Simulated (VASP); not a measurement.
**CdSe: single point with r2SCAN**

Crystal: CdSe.

```
Cd Se
1.0
     4.16709    0.00000    0.00000
    -2.08355    3.60881    0.00000
     0.00000    0.00000    6.79358
Cd Se
2 2
Direct
  0.33333 0.66667 0.99966
  0.66667 0.33333 0.49966
  0.33333 0.66667 0.37534
  0.66667 0.33333 0.87534
```

This cell differs from its parent crystal: strain -4.0%.

```json
{
  "Program": "VASP 6.6.1",
  "Task": "single point",
  "Functional": "r2SCAN",
  "Potentials or basis": "VASP PAW PBE potentials, release 64 (Cd, Se)",
  "Cutoff": "550 eV",
  "k mesh": "12 × 12 × 4",
  "Occupations": "gaussian, width 0.01 eV",
  "Spin": "no spin polarisation",
  "Dipole correction": "no",
  "Further INCAR settings": "ALGO = Normal; EDIFF = 1e-06; NBANDS = 26"
}
```

- Pressure: 8.7 GPa
- Band gap on the k mesh: 1.39 eV, direct

Stress tensor (GPa, compression positive):
```
8.65 0.00 0.00
0.00 8.65 0.00
0.00 0.00 8.84
```

Levels at points of the mesh, in eV from the valence-band top:
```tsv
k point	band 16	band 17	band 18	band 19	band 20	band 21
(0.00, 0.00, 0.00)	-0.06	0.00	0.00	1.39	2.77	6.36
(0.50, 0.00, 0.00)	-2.26	-1.62	-0.92	3.66	3.88	5.04
(0.00, 0.00, 0.50)	-0.49	-0.49	-0.49	3.03	3.03	6.48
(0.50, 0.00, 0.50)	-1.64	-1.63	-1.63	3.36	3.36	5.29
```

Run time: 5.4 min on 1 thread of Intel(R) Xeon(R) Platinum 8375C CPU @ 2.90GHz (Ice Lake), with other jobs on the host, peak memory 0.33 GiB.

Caveat: the cell differs from its parent crystal (strain -4.0%); the PAW data sets were made with another functional, which shifts forces and pressure a little.
